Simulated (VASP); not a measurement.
Write the native input for VASP 6.6.1 that does the following.

```yaml
Task: single point
Functional: PBE
Potentials_or_basis: VASP PAW PBE potentials, release 64 (Hg)
Cutoff: 520 eV
k_mesh: 6 × 6 × 4
Occupations: gaussian, width 0.1 eV
Spin: no spin polarisation
Dipole_correction: no
Further_INCAR_settings: ALGO = Normal; EDIFF = 1e-07; NBANDS = 25
```

The structure of Hg lies in POSCAR:

```
Hg
1.0
    4.3345539634      0.0000000000      0.0000000000
   -2.1672769817      3.7538338463      0.0000000000
    0.0000000000      0.0000000000      5.3062682509
Hg
3
Direct
    0.3330597847      0.0000000000      0.3333333333
    0.0000000000      0.3330597847      0.6666666667
    0.6669402153      0.6669402153      0.0000000000
```

These files were run (other wordings do the same):

INCAR

```
  PREC = Accurate
  ENCUT = 520
  EDIFF = 1E-7
  ISMEAR = 0
  SIGMA = 0.1
  LREAL = F
  LASPH = T
  NELM = 100
  ALGO = Normal
  ISIF = 2
  LWAVE = F
  LCHARG = T
  GGA = PE
  LELF = T
  LVHAR = T
  NBANDS = 25
```

KPOINTS

```
Automatic mesh
0
Gamma
  6 6 4
```

Potentials or basis: VASP PAW PBE potentials, release 64 (Hg).

The run is started by

```console
$ cat potpaw_PBE.64/Hg/POTCAR > POTCAR
$ mpirun -np 1 vasp_std > vasp.out
```

Results of the run:

```
Pressure               : 0.1 GPa
Largest force          : 0.003 eV/Å
Band gap on the k mesh : zero (band 18 reaches 5.49 eV, above the bottom of band 19 at 0.03 eV)
```

Caveat: spin-orbit coupling is left out, which moves the levels of the heavy elements.

Wall time 29 s on 1 thread of AMD EPYC 7R13 Processor (Zen 3), with other jobs on the host, peak memory 0.18 GiB.
